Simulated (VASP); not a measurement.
**TlCl: single point with LDA**

The system is TlCl.

```
Tl Cl
1.0
     3.69389    0.00923    0.00923
     0.00923    3.69389    0.00923
     0.00923    0.00923    3.69389
Tl Cl
1 1
Direct
  0.00000 0.00000 0.00000
  0.50000 0.50000 0.50000
```

This cell differs from its parent crystal: equal xy, yz and zx engineering shears of +0.5 %.

```yaml
Program: VASP 6.6.1
Task: single point
Functional: LDA
Potentials_or_basis: VASP PAW LDA potentials, release 64 (Tl_d, Cl)
Cutoff: 500 eV
k_mesh: 6 × 6 × 6
Occupations: gaussian, width 0.01 eV
Spin: non-collinear spin, zero start, spin-orbit coupling
Starting_moments: "[[0.0, 0.0, 0.0], [0.0, 0.0, 0.0]] μB"
```

```json
{"Pressure": "-0.2 GPa", "Net moment": "0.00 μB per cell", "Valence electrons inside the program's atomic spheres": "Tl 11.13; Cl 5.07"}
```

Stress tensor (GPa, compression positive):
```
-0.15 -0.07 -0.07
-0.07 -0.15 -0.07
-0.07 -0.07 -0.15
```

Moments on the atoms (μB; x, y, z):
```
Tl  0.00 0.00 0.00
Cl  0.00 0.00 0.00
```

Wall time 34 s on 1 thread of Intel(R) Xeon(R) 6975P-C (Granite Rapids), with other jobs on the host, peak memory 0.24 GiB.

Caveat: the cell differs from its parent crystal (equal xy, yz and zx engineering shears of +0.5 %).
